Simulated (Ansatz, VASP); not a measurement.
## AgO: VASP beside Ansatz

File INCAR:

```
SYSTEM = AgO
PREC = Accurate
ENCUT = 520
EDIFF = 1E-6
ISMEAR = 0
SIGMA = 0.15
LREAL = .FALSE.
LASPH = .TRUE.
NELM = 60
ALGO = Normal
ISIF = 2
LWAVE = .FALSE.
LCHARG = .FALSE.
GGA = PS
NBANDS = 16
```

The input KPOINTS:

```
regular mesh
0
G
  18 18 18
  0 0 0
```

Contents of POSCAR:

```
AgO
1.0
    0.0000000000      2.4758664043      2.2777970919
    2.4758664043      0.0000000000      2.2777970919
    2.4758664043      2.4758664043      0.0000000000
Ag O
1 1
Direct
    0.0000000000      0.0000000000      0.0000000000
    0.7500000000      0.7500000000      0.7500000000
```

Input for Ansatz:

```yaml
crystal:
  lattice:
    - [0.0, 2.4758664043, 2.2777970919]
    - [2.4758664043, 0.0, 2.2777970919]
    - [2.4758664043, 2.4758664043, 0.0]
  atoms:
    - { symbol: Ag, position: [0.0, 0.0, 0.0] }
    - { symbol: O, position: [0.75, 0.75, 0.75] }
basis:
  ecutwfc: 420
kpoints:
  mp_grid: { grid: [18, 18, 18] }
hamiltonian:
  xc: pbesol
scf:
  occupations: { method: gaussian, width: 0.15 }
output:
  forces: true
  stress: true
  eigenvalues: true
```

Alike in both runs: task single point; functional PBEsol; k mesh 18 × 18 × 18; occupations gaussian, width 0.15 eV; no spin polarisation.

|  | VASP | Ansatz |
| --- | --- | --- |
| version | VASP 6.6.1 | Ansatz 0.2.0 |
| potentials or method | VASP PAW PBE potentials, release 64 (Ag, O), cutoff 520 eV | scalar-relativistic, plane waves, PAW |
| valence electrons in the cell | 17 | 25 |

```csv
,VASP,Ansatz,Ansatz less VASP
gap on the k mesh at the Fermi level (eV),none,none,-
pressure (GPa),10.1,10.4,+0.25
"traceless stress, the component that is largest in VASP (GPa)",-1.58,-1.58,-0.005
```

VASP's potentials were made for PBE, not for PBEsol. A gap of «none» marks a metal or a gap that the smearing closes. VASP's potentials hold 17 valence electrons a cell and Ansatz's 25, so a difference there can come from the potentials and not from the codes.
